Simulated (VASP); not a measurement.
A run of VASP 6.6.1:

Contents of INCAR:

```
SYSTEM = HfB3
PREC = Accurate
ENCUT = 520
EDIFF = 1E-6
ISMEAR = 0
SIGMA = 0.1
LREAL = .False.
LASPH = .True.
NELM = 60
ALGO = Normal
ISIF = 2
LWAVE = .False.
LCHARG = .True.
GGA = PE
LELF = .True.
LVHAR = .True.
NBANDS = 18
```

The input KPOINTS:

```
regular mesh
0
Gamma
  12 12 10
  0 0 0
```

The input POSCAR:

```
HfB3
1.0
    3.9956085631      0.0000000000      0.0000000000
   -1.9978042815      3.4602985192      0.0000000000
    0.0000000000      0.0000000000      4.6226424180
Hf B
1 3
Direct
    0.0000000000      0.0000000000      0.5000000000
    0.3333333333      0.6666666667      0.5000000000
    0.6666666667      0.3333333333      0.5000000000
    0.0000000000      0.0000000000      0.0000000000
```

Potentials or basis: VASP PAW PBE potentials, release 64 (Hf_pv, B).

Launch:

```bash
$ cat potpaw_PBE.64/Hf_pv/POTCAR potpaw_PBE.64/B/POTCAR > POTCAR
$ mpirun -np 1 vasp_std > vasp.out
```

Hardware: 1 thread of Intel(R) Xeon(R) 6975P-C (Granite Rapids), on a shared host.

**Question.** Estimate the wall time of this run.

**Answer.** Run time: 72 s on 1 thread of Intel(R) Xeon(R) 6975P-C (Granite Rapids), on a shared host, peak memory 0.26 GiB. Counts: scf iterations 16, k points 114.
